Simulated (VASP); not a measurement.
# Ta (Im-3m) in VASP: single point with PBE

Aim: the single point of Ta with PBE.

Program: VASP 6.6.1. These are calculated values, not measurements. Logs are shortened: lines on timing, memory, paths and dates and some standing lists are left out, and cuts for length are marked.

## (1) The cell of the first run

Symmetry: Im-3m, No. 229, cubic system. Conventional cell: a = 3.303 Å, b = 3.303 Å, c = 3.303 Å, α = 90.00°, β = 90.00°, γ = 90.00°. Ta (site symmetry m-3m) has 14 Ta at 2.86 to 3.30 Å within 3.8 Å.

## (2) Single point, PBE

File INCAR:

```
SYSTEM = Ta
ALGO = Normal
EDIFF = 1E-7
ENCUT = 520
GGA = PE
ISIF = 2
ISMEAR = 0
LASPH = .TRUE.
LCHARG = .FALSE.
LREAL = .FALSE.
LWAVE = .FALSE.
NBANDS = 12
NELM = 60
PREC = Accurate
SIGMA = 0.05
```

File KPOINTS:

```
k-points
0
G
  16 16 16
  0 0 0
```

File POSCAR:

```
Ta
1.0
   -1.6512800000      1.6512800000      1.6512800000
    1.6512800000     -1.6512800000      1.6512800000
    1.6512800000      1.6512800000     -1.6512800000
Ta
1
Direct
    0.0000000000      0.0000000000      0.0000000000
```

Potentials or basis: VASP PAW PBE potentials, release 64 (Ta_pv).

The run is started by

```
> cat potpaw_PBE.64/Ta_pv/POTCAR > POTCAR
> mpirun -np 1 vasp_std > vasp.out
```

OUTCAR:

```text
SYSTEM = Ta
   EDIFF = 1E-7
   ENCUT = 520
   GGA = PE
   ISIF = 2
   ISMEAR = 0
   LASPH = .TRUE.
   LREAL = .FALSE.
   NELM = 60
   PREC = Accurate

 ion  position               nearest neighbor table
   1  0.000  0.000  0.000-

  LATTYP: Found a body centered cubic cell.
 ALAT       =     3.3025600000

  Lattice vectors:

 A1 = (  -1.6512800000,   1.6512800000,   1.6512800000)
 A2 = (   1.6512800000,  -1.6512800000,   1.6512800000)
 A3 = (   1.6512800000,   1.6512800000,  -1.6512800000)

Analysis of symmetry for initial positions (statically):
=====================================================================
 Subroutine PRICEL returns:
 Original cell was already a primitive cell.

 Routine SETGRP: Setting up the symmetry group for a
 body centered cubic supercell.

 Subroutine GETGRP returns: Found 48 space group operations
 (whereof 48 operations were pure point group operations)
 out of a pool of 48 trial point group operations.

The static configuration has the point symmetry O_h .

Analysis of symmetry for dynamics (positions and initial velocities):
=====================================================================
 Subroutine PRICEL returns:
 Original cell was already a primitive cell.

 Routine SETGRP: Setting up the symmetry group for a
 body centered cubic supercell.

 Subroutine GETGRP returns: Found 48 space group operations
 (whereof 48 operations were pure point group operations)
 out of a pool of 48 trial point group operations.

The dynamic configuration has the point symmetry O_h .

 Subroutine INISYM returns: Found 48 space group operations
 (whereof 48 operations are pure point group operations),
 and found     1 'primitive' translations

----------------------------------------------------------------------------------------

                                     Primitive cell

  volume of cell :      18.0104

  direct lattice vectors                    reciprocal lattice vectors
    -1.651280000  1.651280000  1.651280000     0.000000000  0.302795407  0.302795407
     1.651280000 -1.651280000  1.651280000     0.302795407  0.000000000  0.302795407
     1.651280000  1.651280000 -1.651280000     0.302795407  0.302795407  0.000000000

  length of vectors
     2.860100858  2.860100858  2.860100858     0.428217371  0.428217371  0.428217371

  position of ions in fractional coordinates (direct lattice)
     0.000000000  0.000000000  0.000000000

  ion indices of the primitive-cell ions
   primitive index   ion index
                 1           1

----------------------------------------------------------------------------------------

 KPOINTS: k-points

Automatic generation of k-mesh.
 Grid dimensions read from file:
 generate k-points for:   16   16   16

 Generating k-lattice:

  Cartesian coordinates                     Fractional coordinates (reciprocal lattice)
     0.000000000  0.018924713  0.018924713     0.062500000  0.000000000  0.000000000
     0.018924713  0.000000000  0.018924713     0.000000000  0.062500000  0.000000000
     0.018924713  0.018924713  0.000000000     0.000000000  0.000000000  0.062500000

  Length of vectors
     0.026763586  0.026763586  0.026763586

  Shift w.r.t. Gamma in fractional coordinates (k-lattice)
     0.000000000  0.000000000  0.000000000

 Subroutine IBZKPT returns following result:
 ===========================================

 Found    145 irreducible k-points:

 Following reciprocal coordinates:
            Coordinates               Weight
  0.000000  0.000000  0.000000      1.000000
  0.062500  0.000000  0.000000     12.000000
  0.125000  0.000000  0.000000     12.000000
  0.187500  0.000000  0.000000     12.000000
  0.250000  0.000000  0.000000     12.000000
  0.312500  0.000000  0.000000     12.000000
[... 16 lines left out ...]
  0.187500  0.187500  0.000000     24.000000
  0.250000  0.187500  0.000000     48.000000
 [... further k-points ...]
   k-points           NKPTS =    145   k-points in BZ     NKDIM =    145   number of bands    NBANDS=     12
   number of dos      NEDOS =    301   number of ions     NIONS =      1
   total plane-waves  NPLWV =  13824
   dimension x,y,z NGX =    24 NGY =   24 NGZ =   24
   dimension x,y,z NGXF=    48 NGYF=   48 NGZF=   48
   ions per type =               1
   NGX,Y,Z   is equivalent  to a cutoff of  13.95, 13.95, 13.95 a.u.
   NGXF,Y,Z  is equivalent  to a cutoff of  27.90, 27.90, 27.90 a.u.
 SYSTEM =  Ta
   PREC   = accura    normal or accurate (medium, high low for compatibility)
   ISTART =      0    job   : 0-new  1-cont  2-samecut
   ICHARG =      2    charge: 1-file 2-atom 10-const
   ISPIN  =      1    spin polarized calculation?
   LNONCOLLINEAR =      F non collinear calculations
   LSORBIT =      F    spin-orbit coupling
   LASPH  =      T    aspherical Exc in radial PAW
   ENCUT  =  520.0 eV  38.22 Ry    6.18 a.u.   5.32  5.32  5.32*2*pi/ulx,y,z
   NELM   =     60;   NELMIN=  2; NELMDL= -5     # of ELM steps
   EDIFF  = 0.1E-06   stopping-criterion for ELM
   LREAL  =      F    real-space projection
   EDIFFG = 0.1E-05   stopping-criterion for IOM
   NSW    =      0    number of steps for IOM
   IBRION =     -1    ionic relax: 0-MD 1-quasi-New 2-CG
   NFREE  =      0    steps in history (QN), initial steepest desc. (CG)
   ISIF   =      2    stress and relaxation
   ISYM   =      2    0-nonsym 1-usesym 2-fastsym
   POTIM  = 0.5000    time-step for ionic-motion
   TEBEG  =    0.0;   TEEND  =   0.0 temperature during run
   PSTRESS=    0.0 pullay stress
   NELECT =      11.0000    total number of electrons
   NUPDOWN=      -1.0000    fix difference up-down
   EMIN   =  10.00;   EMAX   =-10.00  energy-range for DOS
   EFERMI =   0.00;   METHOD = LEGACY
   ISMEAR =     0;   SIGMA  =   0.05  broadening in eV -4-tet -1-fermi 0-gaus
   EFERMI_NEDOS =   21; number of points for ismear=-14 and -15
   IALGO  =     38    algorithm
   IMIX   =      4    mixing-type and parameters
     AMIX     =   0.40;   BMIX     =  1.00
     AMIX_MAG =   1.60;   BMIX_MAG =  1.00
  volume/ion in A,a.u.               =      18.01       121.54
  Fermi-wavevector in a.u.,A,eV,Ry     =   1.388988  2.624806 26.249534  1.929286
  Thomas-Fermi vector in A             =   2.513061
   LORBIT       =      0    0 simple, 1 ext, 2 COOP (PROOUT), +10 PAW based schemes
   GGA     = PE    functional components
   LHFCALC =     F    Hartree Fock is set to
   AEXX    =    0.0000 exact exchange contribution
   IVDW    =     0    specifies the selected vdW correction
   LEPSILON=     F    determine dielectric tensor
   LRPA    =     F    only Hartree local field effects (RPA)
 non-spin polarized calculation
 Gauss-broadening in eV      SIGMA  =   0.05
  energy-cutoff  :      520.00
  volume of cell :       18.01
 maximum number of plane-waves:       496
 NGX is ok and might be reduce to    24
   NGX = 11   NGY = 11   NGZ = 11

 number of electron      11.0000002 magnetization

 Free energy of the ion-electron system (eV)
  ---------------------------------------------------
  ext. energy  EPLUGINS =         0.00000000
  ---------------------------------------------------
  free energy    TOTEN  =       -11.80671415 eV

  energy without entropy =      -11.80466260  energy(sigma->0) =      -11.80568838

 E-fermi :   5.4634     XC(G=0): -12.6197

 val. band max:        5.4484434556   @ k =  -0.1875   0.2500   0.1250
 cond. band min:       5.4634216314   @ k =  -0.4375  -0.4375   0.0625
 fundamental gap:      0.0149781758
 Fermi energy:         5.4633569944

 k-point     1 :       0.0000    0.0000    0.0000
  band No.  band energies     occupation
      1     -27.5921      2.00000
      2     -27.5921      2.00000
      3     -27.5921      2.00000
      4      -2.4296      2.00000
      5       6.2178      0.00000
      6       6.2178      0.00000
      7       6.2178      0.00000
      8       9.4918      0.00000
      9       9.4918      0.00000
     10      20.1738      0.00000
     11      20.4989      0.00000
     12      20.4989      0.00000

 k-point     2 :       0.0625    0.0000    0.0000
  band No.  band energies     occupation
      1     -27.6407      2.00000
      2     -27.6070      2.00000
      3     -27.5923      2.00000
      4      -2.2548      2.00000
      5       6.1038      0.00000
      6       6.1847      0.00000
      7       6.3889      0.00000
      8       9.3069      0.00000
      9       9.4919      0.00000
     10      20.1736      0.00000
     11      20.6567      0.00000
     12      20.8054      0.00000

 k-point     3 :       0.1250    0.0000    0.0000
  band No.  band energies     occupation
      1     -27.7773      2.00000
      2     -27.6494      2.00000
      3     -27.5931      2.00000
      4      -1.7532      2.00000
      5       5.7966      0.00000
      6       6.0379      0.00000
      7       6.8956      0.00000
      8       8.9575      0.00000
      9       9.5047      0.00000
     10      20.1731      0.00000
     11      21.0285      0.00000
     12      21.6871      0.00000

 k-point     4 :       0.1875    0.0000    0.0000
  band No.  band energies     occupation
      1     -27.9764      2.00000
      2     -27.7121      2.00000
      3     -27.5942      2.00000
      4      -0.9991      2.00000
      5       5.3770      1.98543
      6       5.7249      0.00000
      7       7.7177      0.00000
      8       8.7915      0.00000
      9       9.5580      0.00000
     10      20.1722      0.00000
     11      21.2199      0.00000
     12      22.9336      0.00000

 k-point     5 :       0.2500    0.0000    0.0000
  band No.  band energies     occupation
      1     -28.2040      2.00000
      2     -27.7852      2.00000
      3     -27.5956      2.00000
      4      -0.1363      2.00000
      5       4.9311      2.00000
      6       5.3967      1.94050
      7       8.8172      0.00000
      8       8.9057      0.00000
      9       9.6774      0.00000
     10      20.1694      0.00000
     11      20.6733      0.00000
     12      22.2469      0.00000

 k-point     6 :       0.3125    0.0000    0.0000
  band No.  band energies     occupation
      1     -28.4241      2.00000
      2     -27.8573      2.00000
      3     -27.5970      2.00000
      4       0.5989      2.00000
      5       4.5267      2.00000
      6       5.3769      1.98551
      7       9.1672      0.00000
      8       9.8688      0.00000
      9      10.1290      0.00000
     10      19.5815      0.00000
     11      20.1407      0.00000
     12      20.6033      0.00000

 k-point     7 :       0.3750    0.0000    0.0000
  band No.  band energies     occupation
      1     -28.6053      2.00000
      2     -27.9177      2.00000
      3     -27.5983      2.00000
      4       0.9924      2.00000
      5       4.2103      2.00000
      6       5.8727      0.00000
      7       9.3946      0.00000
      8      10.1043      0.00000
      9      11.5286      0.00000
     10      18.4910      0.00000
     11      18.8817      0.00000
     12      20.1887      0.00000

 k-point     8 :       0.4375    0.0000    0.0000
  band No.  band energies     occupation
      1     -28.7239      2.00000
      2     -27.9576      2.00000
      3     -27.5991      2.00000
      4       1.0991      2.00000
      5       4.0103      2.00000
      6       6.6523      0.00000
      7       9.4369      0.00000
      8      10.3132      0.00000
      9      12.7490      0.00000
     10      17.6655      0.00000
     11      17.7136      0.00000
     12      20.1832      0.00000
[... 166 lines left out ...]
 k-point    20 :       0.3125    0.1250    0.0000
  band No.  band energies     occupation
      1     -28.5809      2.00000
      2     -27.9598      2.00000
      3     -27.6592      2.00000
      4       1.4878      2.00000
      5       4.2420      2.00000
      6       5.3306      1.99983
      7       9.0816      0.00000
      8      10.3351      0.00000
      9      12.2189      0.00000
     10      18.1273      0.00000
     11      19.6710      0.00000
     12      20.1888      0.00000

 k-point    21 :       0.3750    0.1250    0.0000
  band No.  band energies     occupation
      1     -28.6756      2.00000
      2     -28.0120      2.00000
      3     -27.6613      2.00000
      4       1.5991      2.00000
      5       4.0852      2.00000
      6       5.9581      0.00000
      7       9.2159      0.00000
      8      10.5262      0.00000
      9      13.4198      0.00000
     10      16.9495      0.00000
     11      18.7297      0.00000
     12      20.1816      0.00000

 k-point    22 :       0.4375    0.1250    0.0000
  band No.  band energies     occupation
      1     -28.7084      2.00000
      2     -28.0303      2.00000
      3     -27.6621      2.00000
      4       1.6062      2.00000
      5       4.0319      2.00000
      6       6.2876      0.00000
      7       9.1845      0.00000
      8      10.6764      0.00000
      9      13.9396      0.00000
     10      16.4185      0.00000
     11      18.4219      0.00000
     12      20.1807      0.00000

 k-point    23 :       0.1875    0.1875    0.0000
  band No.  band energies     occupation
      1     -28.3998      2.00000
      2     -27.8761      2.00000
      3     -27.6780      2.00000
      4       1.1177      2.00000
      5       4.4943      2.00000
      6       4.8544      2.00000
      7       8.5822      0.00000
      8      10.2598      0.00000
      9      10.7871      0.00000
     10      19.6528      0.00000
     11      20.1913      0.00000
     12      22.1087      0.00000

 k-point    24 :       0.2500    0.1875    0.0000
  band No.  band energies     occupation
      1     -28.5159      2.00000
      2     -27.9745      2.00000
      3     -27.6935      2.00000
      4       1.7900      2.00000
      5       4.2289      2.00000
      6       4.8823      2.00000
      7       8.8368      0.00000
      8      10.3374      0.00000
      9      12.2272      0.00000
     10      18.2999      0.00000
     11      20.1797      0.00000
     12      21.0663      0.00000

 [... further k-points ...]
[... 5 lines left out ...]
  --------------------------------------------------------------------------------------
  -------------------------------------------------------------------------------------
  Total        0.3861780      0.3861780      0.3861780     -0.0000000     -0.0000000      0.0000000
  in kB       34.3538944     34.3538944     34.3538944     -0.0000000     -0.0000000      0.0000000
  external PRESSURE =      34.3538944 kB  Pullay stress =       0.0000000 kB

 VOLUME and BASIS-vectors are now :
 -----------------------------------------------------------------------------
  energy-cutoff  :      520.00
  volume of cell :       18.01
      direct lattice vectors                 reciprocal lattice vectors
    -1.651280000  1.651280000  1.651280000     0.000000000  0.302795407  0.302795407
     1.651280000 -1.651280000  1.651280000     0.302795407  0.000000000  0.302795407
     1.651280000  1.651280000 -1.651280000     0.302795407  0.302795407  0.000000000

 POSITION                                       TOTAL-FORCE (eV/Angst)
 -----------------------------------------------------------------------------------
      0.00000      0.00000      0.00000        -0.000000     -0.000000     -0.000000
 -----------------------------------------------------------------------------------
    total drift:                                0.000000      0.000000     -0.000000

  FREE ENERGIE OF THE ION-ELECTRON SYSTEM (eV)
  ---------------------------------------------------
  free  energy   TOTEN  =       -11.8067141530 eV

  energy  without entropy=      -11.8046625982  energy(sigma->0) =      -11.80568838
```

It took 14 s on 1 thread of Intel Xeon Platinum 8375C at 2.90GHz (Ice Lake), shared host; peak memory 0.16 GiB.

Results:

- Free energy: -11.8067 eV
- Pressure: 3.4 GPa

Caveat: spin-orbit coupling is left out, which moves the levels of the heavy elements.
